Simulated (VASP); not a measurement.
# Ti5C in VASP: further runs

Runs on Ti5C. Level: LDA. Tasks: relaxation of the atoms.

Program: VASP 6.6.1. These are calculated values, not measurements. Logs are shortened: lines on timing, memory, paths and dates and some standing lists are left out, and cuts for length are marked.

### 1 The cell of the first run

The cell holds a slab with vacuum, 6 atoms: a = 2.864 Å, b = 2.864 Å, c = 24.491 Å, α = 90.00°, β = 90.00°, γ = 120.00°.

### 2 Relaxation of the atoms, LDA

Contents of INCAR:

```
PREC     = Accurate       # precision mode
ENCUT    = 520            # plane-wave cutoff, eV
EDIFF    = 1E-6           # SCF threshold, eV
ISMEAR   = 0              # smearing method
SIGMA    = 0.1            # smearing width, eV
LREAL    = False          # projectors in reciprocal space
LASPH    = True           # aspherical terms in the spheres
NELM     = 100            # most SCF steps
ALGO     = Normal         # electronic algorithm
ISIF     = 2              # what is computed and relaxed
LWAVE    = False          # write WAVECAR
LCHARG   = False          # write CHGCAR
LDIPOL   = True         
IDIPOL   = 3            
DIPOL    = 0.5 0.5 0.395
IBRION   = 2              # ionic algorithm
NSW      = 36             # ionic steps
EDIFFG   = -0.025         # ionic threshold
```

Contents of KPOINTS:

```
regular mesh
0
Gamma
  9 9 1
```

Contents of POSCAR:

```
Ti5C
1.0
    2.8641158414      0.0000000000      0.0000000000
   -1.4320579207      2.4803970780      0.0000000000
    0.0000000000      0.0000000000     24.4912544910
Ti C
5 1
Selective dynamics
Direct
    0.6666666667      0.3333333333      0.1633236060  F F F
    0.3333333333      0.6666666667      0.2559153301  F F F
    0.6666666667      0.3333333333      0.3495150200  F F F
    0.3333333333      0.6666666667      0.4443907180  F F F
    0.6666666667      0.3333333333      0.5304446326  F F F
    0.6666666667      0.3333333333      0.6268055602  F F T
```

Potentials or basis: VASP PAW LDA potentials, release 64 (Ti_sv, C).

Launch:

```sh
> cat potpaw_LDA.64/Ti_sv/POTCAR potpaw_LDA.64/C/POTCAR > POTCAR
> mpirun -np 1 vasp_std > vasp.out
```

OUTCAR:

```text
PREC = Accurate
   ENCUT = 520
   EDIFF = 1E-6
   ISMEAR = 0
   LREAL = False
   LASPH = True
   NELM = 100
   ISIF = 2
   IBRION = 2
   NSW = 36
   EDIFFG = -0.025

 ion  position               nearest neighbor table
   1  0.667  0.333  0.163-   2 2.81   2 2.81   2 2.81
   2  0.333  0.667  0.256-   1 2.81   1 2.81   1 2.81   3 2.83   3 2.83   3 2.83
   3  0.667  0.333  0.350-   2 2.83   2 2.83   2 2.83   4 2.85   4 2.85   4 2.85
   4  0.333  0.667  0.444-   5 2.68   5 2.68   5 2.68   3 2.85   3 2.85   3 2.85
   5  0.667  0.333  0.530-   6 2.36   4 2.68   4 2.68   4 2.68
   6  0.667  0.333  0.627-   5 2.36

  LATTYP: Found a hexagonal cell.
 ALAT       =     2.8641158414
 C/A-ratio  =     8.5510698056

  Lattice vectors:

 A1 = (   2.8641158414,   0.0000000000,   0.0000000000)
 A2 = (  -1.4320579207,   2.4803970780,   0.0000000000)
 A3 = (   0.0000000000,   0.0000000000,  24.4912544910)

Analysis of symmetry for initial positions (statically):
=====================================================================
 Subroutine PRICEL returns:
 Original cell was already a primitive cell.

 Routine SETGRP: Setting up the symmetry group for a
 hexagonal supercell.

 Subroutine GETGRP returns: Found  6 space group operations
 (whereof  6 operations were pure point group operations)
 out of a pool of 24 trial point group operations.

The static configuration has the point symmetry C_3v.

Analysis of symmetry for dynamics (positions and initial velocities):
=====================================================================
 Subroutine PRICEL returns:
 Original cell was already a primitive cell.

 Routine SETGRP: Setting up the symmetry group for a
 hexagonal supercell.

 Subroutine GETGRP returns: Found  6 space group operations
 (whereof  6 operations were pure point group operations)
 out of a pool of 24 trial point group operations.

The dynamic configuration has the point symmetry C_3v.

Analysis of constrained symmetry for selective dynamics:
=====================================================================
 Subroutine PRICEL returns:
 Original cell was already a primitive cell.

 Routine SETGRP: Setting up the symmetry group for a
 hexagonal supercell.

 Subroutine GETGRP returns: Found  6 space group operations
 (whereof  6 operations were pure point group operations)
 out of a pool of 24 trial point group operations.

The constrained configuration has the point symmetry C_3v.

 Subroutine INISYM returns: Found  6 space group operations
 (whereof  6 operations are pure point group operations),
 and found     1 'primitive' translations

----------------------------------------------------------------------------------------

                                     Primitive cell

  volume of cell :     173.9894

  direct lattice vectors                    reciprocal lattice vectors
     2.864115841  0.000000000  0.000000000     0.349147889  0.201580628  0.000000000
    -1.432057921  2.480397078  0.000000000     0.000000000  0.403161255  0.000000000
     0.000000000  0.000000000 24.491254491     0.000000000  0.000000000  0.040830902

  length of vectors
     2.864115841  2.864115841 24.491254491     0.403161255  0.403161255  0.040830902

  position of ions in fractional coordinates (direct lattice)
     0.666666667  0.333333333  0.163323606
     0.333333333  0.666666667  0.255915330
     0.666666667  0.333333333  0.349515020
     0.333333333  0.666666667  0.444390718
     0.666666667  0.333333333  0.530444633
     0.666666667  0.333333333  0.626805560

  ion indices of the primitive-cell ions
   primitive index   ion index
                 1           1
                 2           2
                 3           3
                 4           4
                 5           5
                 6           6

----------------------------------------------------------------------------------------

 KPOINTS: regular mesh

Automatic generation of k-mesh.
 Grid dimensions read from file:
 generate k-points for:    9    9    1

 Generating k-lattice:

  Cartesian coordinates                     Fractional coordinates (reciprocal lattice)
     0.038794210  0.022397848  0.000000000     0.111111111  0.000000000  0.000000000
     0.000000000  0.044795695  0.000000000     0.000000000  0.111111111  0.000000000
     0.000000000  0.000000000  0.040830902     0.000000000  0.000000000  1.000000000

  Length of vectors
     0.044795695  0.044795695  0.040830902

  Shift w.r.t. Gamma in fractional coordinates (k-lattice)
     0.000000000  0.000000000  0.000000000

 Subroutine IBZKPT returns following result:
 ===========================================

 Found     12 irreducible k-points:

 Following reciprocal coordinates:
            Coordinates               Weight
  0.000000  0.000000  0.000000      1.000000
  0.111111  0.000000  0.000000      6.000000
  0.222222  0.000000  0.000000      6.000000
  0.333333  0.000000  0.000000      6.000000
  0.444444  0.000000  0.000000      6.000000
  0.111111  0.111111  0.000000      6.000000
  0.222222  0.111111  0.000000     12.000000
  0.333333  0.111111  0.000000     12.000000
  0.444444  0.111111  0.000000      6.000000
  0.222222  0.222222  0.000000      6.000000
  0.333333  0.222222  0.000000     12.000000
  0.333333  0.333333  0.000000      2.000000
   k-points           NKPTS =     12   k-points in BZ     NKDIM =     12   number of bands    NBANDS=     38
   number of dos      NEDOS =    301   number of ions     NIONS =      6
   total plane-waves  NPLWV = 110592
   dimension x,y,z NGX =    24 NGY =   24 NGZ =  192
   dimension x,y,z NGXF=    48 NGYF=   48 NGZF=  384
   ions per type =               5   1
   NGX,Y,Z   is equivalent  to a cutoff of  13.93, 13.93, 13.03 a.u.
   NGXF,Y,Z  is equivalent  to a cutoff of  27.86, 27.86, 26.07 a.u.
 SYSTEM =  unknown system
   PREC   = accura    normal or accurate (medium, high low for compatibility)
   ISTART =      0    job   : 0-new  1-cont  2-samecut
   ICHARG =      2    charge: 1-file 2-atom 10-const
   ISPIN  =      1    spin polarized calculation?
   LNONCOLLINEAR =      F non collinear calculations
   LSORBIT =      F    spin-orbit coupling
   LASPH  =      T    aspherical Exc in radial PAW
   ENCUT  =  520.0 eV  38.22 Ry    6.18 a.u.   5.33  5.33 45.54*2*pi/ulx,y,z
   NELM   =    100;   NELMIN=  2; NELMDL= -5     # of ELM steps
   EDIFF  = 0.1E-05   stopping-criterion for ELM
   LREAL  =      F    real-space projection
   EDIFFG = -.3E-01   stopping-criterion for IOM
   NSW    =     36    number of steps for IOM
   IBRION =      2    ionic relax: 0-MD 1-quasi-New 2-CG
   NFREE  =      1    steps in history (QN), initial steepest desc. (CG)
   ISIF   =      2    stress and relaxation
   ISYM   =      2    0-nonsym 1-usesym 2-fastsym
   POTIM  = 0.5000    time-step for ionic-motion
   TEBEG  =    0.0;   TEEND  =   0.0 temperature during run
   PSTRESS=    0.0 pullay stress
   NELECT =      64.0000    total number of electrons
   NUPDOWN=      -1.0000    fix difference up-down
   EMIN   =  10.00;   EMAX   =-10.00  energy-range for DOS
   EFERMI =   0.00;   METHOD = LEGACY
   ISMEAR =     0;   SIGMA  =   0.10  broadening in eV -4-tet -1-fermi 0-gaus
   EFERMI_NEDOS =   21; number of points for ismear=-14 and -15
   IALGO  =     38    algorithm
   IMIX   =      4    mixing-type and parameters
     AMIX     =   0.40;   BMIX     =  1.00
     AMIX_MAG =   1.60;   BMIX_MAG =  1.00
  volume/ion in A,a.u.               =      29.00       195.69
  Fermi-wavevector in a.u.,A,eV,Ry     =   1.172989  2.216628 18.720294  1.375903
  Thomas-Fermi vector in A             =   2.309409
   LORBIT       =      0    0 simple, 1 ext, 2 COOP (PROOUT), +10 PAW based schemes
   GGA     = CA    functional components
   LHFCALC =     F    Hartree Fock is set to
   AEXX    =    0.0000 exact exchange contribution
   IVDW    =     0    specifies the selected vdW correction
   LEPSILON=     F    determine dielectric tensor
   LRPA    =     F    only Hartree local field effects (RPA)
 conjugate gradient relaxation of ions
 non-spin polarized calculation
 Gauss-broadening in eV      SIGMA  =   0.10
  energy-cutoff  :      520.00
  volume of cell :      173.99
 maximum number of plane-waves:      4747
 NGX is ok and might be reduce to    24
   NGX = 11   NGY = 11   NGZ = 91

 dipolmoment           0.000000      0.000000     -0.007915 electrons x Angstroem

--------------------------------------- Ionic step        1  -------------------------------------------

 number of electron      64.0000008 magnetization

 Free energy of the ion-electron system (eV)
  ---------------------------------------------------
  ext. energy  EPLUGINS =         0.00000000
  ---------------------------------------------------
  free energy    TOTEN  =       -45.72189829 eV

  energy without entropy =      -45.67414660  energy(sigma->0) =      -45.69802245

------------------------ aborting loop because EDIFF is reached ----------------------------------------

  FORCE on cell =-STRESS in cart. coord.  units (eV):
  Direction    XX          YY          ZZ          XY          YZ          ZX
  --------------------------------------------------------------------------------------
  -------------------------------------------------------------------------------------
  Total       -3.6618783     -3.6618783     -5.9044529      0.0000000      0.0000000      0.0000000
  in kB      -33.7203185    -33.7203185    -54.3710130      0.0000000      0.0000000      0.0000000
  external PRESSURE =     -40.6038834 kB  Pullay stress =       0.0000000 kB
[... 147 lines left out ...]
--------------------------------------- Ionic step        5  -------------------------------------------

 number of electron      64.0000008 magnetization

 dipolmoment           0.000000      0.000000      0.100006 electrons x Angstroem

 Free energy of the ion-electron system (eV)
  ---------------------------------------------------
  ext. energy  EPLUGINS =         0.00000000
  ---------------------------------------------------
  free energy    TOTEN  =       -46.34274528 eV

  energy without entropy =      -46.28922822  energy(sigma->0) =      -46.31598675

 E-fermi :   1.4384     XC(G=0):  -7.0720

 val. band max:        1.4157558287   @ k =   0.3333   0.1111   0.0000
 cond. band min:       1.4540016174   @ k =   0.1111   0.1111   0.0000
 fundamental gap:      0.0382457887
 Fermi energy:         1.4384249358

 k-point     1 :       0.0000    0.0000    0.0000
  band No.  band energies     occupation
      1     -54.7173      2.00000
      2     -54.5096      2.00000
      3     -54.4526      2.00000
      4     -54.3868      2.00000
      5     -54.1088      2.00000
      6     -31.5895      2.00000
[... 481 lines left out ...]
     37       1.7230      0.00006
     38       2.2701      0.00000

------------------------ aborting loop because EDIFF is reached ----------------------------------------

 vacuum level on the upper side and lower side of the slab       (xc-potential included)         1.234        -1.351

  FORCE on cell =-STRESS in cart. coord.  units (eV):
  Direction    XX          YY          ZZ          XY          YZ          ZX
  --------------------------------------------------------------------------------------
  -------------------------------------------------------------------------------------
  Total       -2.7044343     -2.7044343     -0.5338238      0.0000000     -0.0000000      0.0000000
  in kB      -24.9037179    -24.9037179     -4.9157032      0.0000000     -0.0000000      0.0000000
  external PRESSURE =     -18.2410464 kB  Pullay stress =       0.0000000 kB
[... 21 lines left out ...]
  FREE ENERGIE OF THE ION-ELECTRON SYSTEM (eV)
  ---------------------------------------------------
  free  energy   TOTEN  =       -46.3427452826 eV

  energy  without entropy=      -46.2892282244  energy(sigma->0) =      -46.31598675

 reached required accuracy - stopping structural energy minimisation

 vacuum level on the upper side and lower side of the slab         8.662         6.007
```

Wall time 8.8 min (1 thread of Intel Xeon Platinum 8375C at 2.90GHz (Ice Lake), shared host); peak memory 0.28 GiB.

What came out:

```
Free energy               : -46.3427 eV
Energy gained by relaxing : 103.5 meV/atom
Ionic steps               : 5
Band gap on the k mesh    : zero (bands 32 and 33 overlap by 0.89 eV)
```

Step by step:
```
step  energy change (eV)  largest force on free atoms (eV/Å)  pressure (GPa)
   1              0.0000                              2.2071           -4.06
   2             -0.2285                              2.0568           -3.76
   3             -0.6200                              0.1446           -1.71
   4             -0.6203                              0.1165           -1.91
   5             -0.6208                              0.0064           -1.82
```

Final structure:
```yaml
crystal:
  lattice:
    - [2.86412, 0.00000, 0.00000]
    - [-1.43206, 2.48040, 0.00000]
    - [0.00000, 0.00000, 24.49125]
  atoms:
    - { symbol: Ti, position: [0.66667, 0.33333, 0.16332] }
    - { symbol: Ti, position: [0.33333, 0.66667, 0.25592] }
    - { symbol: Ti, position: [0.66667, 0.33333, 0.34952] }
    - { symbol: Ti, position: [0.33333, 0.66667, 0.44439] }
    - { symbol: Ti, position: [0.66667, 0.33333, 0.53044] }
    - { symbol: C, position: [0.66667, 0.33333, 0.60989] }
```

Levels at points of the mesh, in eV from the Fermi level:
| k point | band 29 | band 30 | band 31 | band 32 | band 33 | band 34 | band 35 | band 36 |
| --- | --- | --- | --- | --- | --- | --- | --- | --- |
| (0.00, 0.00, 0.00) | 0.29 | 0.55 | 0.67 | 0.67 | 0.74 | 0.74 | 0.76 | 0.81 |

### 3 Relaxation of the atoms, LDA

Contents of INCAR:

```
PREC = Accurate ; ENCUT = 520
EDIFF = 1E-6 ; ISMEAR = 0
SIGMA = 0.1 ; LREAL = F
LASPH = T ; NELM = 60
ALGO = Normal ; ISIF = 2
LWAVE = F ; LCHARG = F
LDIPOL = T ; IDIPOL = 3
DIPOL = 0.5 0.5 0.387 ; GGA = CA
IBRION = 2 ; NSW = 36
EDIFFG = -0.025
```

Contents of KPOINTS:

```
Automatic mesh
0
Gamma
  9 9 1
```

Changes to POSCAR since step 2:

```diff
@@ -14,2 +14,2 @@
     0.6666666667      0.3333333333      0.5304446326  F F F
-    0.6666666667      0.3333333333      0.6268055602  F F T
+    1.3333333333      0.6666666667      0.5794417144  F F T
```

Potentials or basis: VASP PAW LDA potentials, release 64 (Ti_sv, C).

Launch:

```sh
> cat potpaw_LDA.64/Ti_sv/POTCAR potpaw_LDA.64/C/POTCAR > POTCAR
> mpirun -np 1 vasp_std > vasp.out
```

It took 18 min on 1 thread of Intel Xeon Platinum 8259CL at 2.50GHz (Skylake/Cascade Lake), shared host; peak memory 0.28 GiB.

Results (log left out):

| Property | Result |
| --- | --- |
| Free energy | -48.9214 eV |
| Energy gained by relaxing | 58.2 meV/atom |
| Ionic steps | 5 |
| Band gap on the k mesh | zero (bands 32 and 33 overlap by 0.81 eV) |

Step by step:
```tsv
step	energy change (eV)	largest force on free atoms (eV/Å)	pressure (GPa)
1	0.0000	2.1739	0.15
2	-0.2055	1.5904	1.30
3	-0.3270	0.6370	2.73
4	-0.2481	1.3465	6.04
5	-0.3494	0.0060	3.74
```

Final structure:
```
Ti C
1.0
     2.86412    0.00000    0.00000
    -1.43206    2.48040    0.00000
     0.00000    0.00000   24.49125
Ti C
5 1
Direct
  0.66667 0.33333 0.16332
  0.33333 0.66667 0.25592
  0.66667 0.33333 0.34952
  0.33333 0.66667 0.44439
  0.66667 0.33333 0.53044
  0.33333 0.66667 0.56784
```

Levels at points of the mesh, in eV from the Fermi level:
| k point | band 30 | band 31 | band 32 | band 33 | band 34 | band 35 |
| --- | --- | --- | --- | --- | --- | --- |
| (0.00, 0.00, 0.00) | 0.22 | 0.43 | 0.69 | 0.69 | 0.74 | 0.74 |
